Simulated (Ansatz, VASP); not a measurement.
## B4AsN3 in VASP and in Ansatz

File POSCAR:

```
B4AsN3
1.0
    2.7735253790      0.0000000000      0.0000000000
    0.0000000000      2.8258492763      3.9759275773
    0.0000000000     -2.8258492763      3.9759275773
N As B
3 1 4
Direct
    0.0000000000      0.0033841712      0.0033841712
    0.5000000000      0.0080621893      0.4871432091
    0.5000000000      0.4871432091      0.0080621893
    0.0000000000      0.5011661304      0.5011661304
    0.5000000000      0.8811572140      0.8811572140
    0.0000000000      0.9131466194      0.3610568296
    0.0000000000      0.3610568296      0.9131466194
    0.5000000000      0.3448836371      0.3448836371
```

The input INCAR.step1:

```
  PREC = Accurate
  ENCUT = 520
  ISMEAR = -1
  SIGMA = 0.02
  LREAL = False
  LASPH = True
  NELM = 60
  NBANDS = 26
  GGA = PE
  ALGO = Normal
  EDIFF = 1E-4
  LWAVE = True
  LCHARG = False
```

The input INCAR.step2:

```
  PREC = Accurate
  ENCUT = 520
  EDIFF = 1E-7
  ISMEAR = -1
  SIGMA = 0.02
  LREAL = False
  LASPH = True
  NELM = 60
  ALGO = Normal
  ISIF = 2
  LWAVE = False
  LCHARG = False
  METAGGA = R2SCAN
  LMIXTAU = True
  NBANDS = 26
  ISTART = 1
```

The input KPOINTS:

```
Automatic mesh
0
Gamma
  10 6 6
```

Input for Ansatz:

```yaml
crystal:
  lattice:
    - [2.773525379, 0.0, 0.0]
    - [0.0, 2.8258492763, 3.9759275773]
    - [0.0, -2.8258492763, 3.9759275773]
  atoms:
    - { symbol: "N", position: [0.0, 0.0033841712, 0.0033841712] }
    - { symbol: "N", position: [0.5, 0.0080621893, 0.4871432091] }
    - { symbol: "N", position: [0.5, 0.4871432091, 0.0080621893] }
    - { symbol: As, position: [0.0, 0.5011661304, 0.5011661304] }
    - { symbol: B, position: [0.5, 0.881157214, 0.881157214] }
    - { symbol: B, position: [0.0, 0.9131466194, 0.3610568296] }
    - { symbol: B, position: [0.0, 0.3610568296, 0.9131466194] }
    - { symbol: B, position: [0.5, 0.3448836371, 0.3448836371] }
kpoints:
  mp_grid: { grid: [10, 6, 6] }
  band_path:
    path:
      - [0.0, 0.0, 0.0]
      - [0.0, 0.5, 0.5]
      - [0.0, 0.6237122963, 0.3762877037]
      - [0.0, 0.3762877037, -0.3762877037]
      - [0.5, 0.0, 0.0]
      - [0.5, 0.3762877037, -0.3762877037]
      - [0.5, 0.6237122963, 0.3762877037]
      - [0.5, 0.5, 0.5]
      - [0.0, 0.5, 0.0]
      - [0.0, 0.0752575407, -0.0752575407]
      - [0.0, 0.15, 0.15]
    npoints: 1
hamiltonian:
  xc: r2scan
scf:
  occupations: { method: fermi_dirac, width: 0.02 }
  n_extra_bands: 6
output:
  forces: true
  stress: true
  eigenvalues: true
```

Alike in both runs: task single point; functional r2SCAN; k mesh 10 × 6 × 6; occupations fermi-dirac, width 0.02 eV; no spin polarisation.

|  | VASP | Ansatz |
| --- | --- | --- |
| version | VASP 6.6.1 | Ansatz 0.2.0 |
| potentials or method | VASP PAW PBE potentials, release 64 (N, As, B) | plane waves, PAW |
| plane-wave cutoff (eV) | 520 | 500 |
| valence electrons in the cell | 32 | 42 |

|  | VASP | Ansatz | Ansatz less VASP |
| --- | --- | --- | --- |
| pressure (GPa) | 1.2 | 0.0 | -1.17 |
| traceless stress, the component that is largest in VASP (GPa) | -0.08 | -0.05 | +0.032 |
| rms of the force components (eV/Å) | 0.040 | 0.002 | -0.0380 |

VASP's potentials were made for PBE, not for r2SCAN. Atom by atom the forces differ by 0.039 eV/Å (rms over components). With one functional, cell and mesh, what is left measures potentials, basis and numerics. VASP's potentials hold 32 valence electrons a cell and Ansatz's 42, so a difference there can come from the potentials and not from the codes.
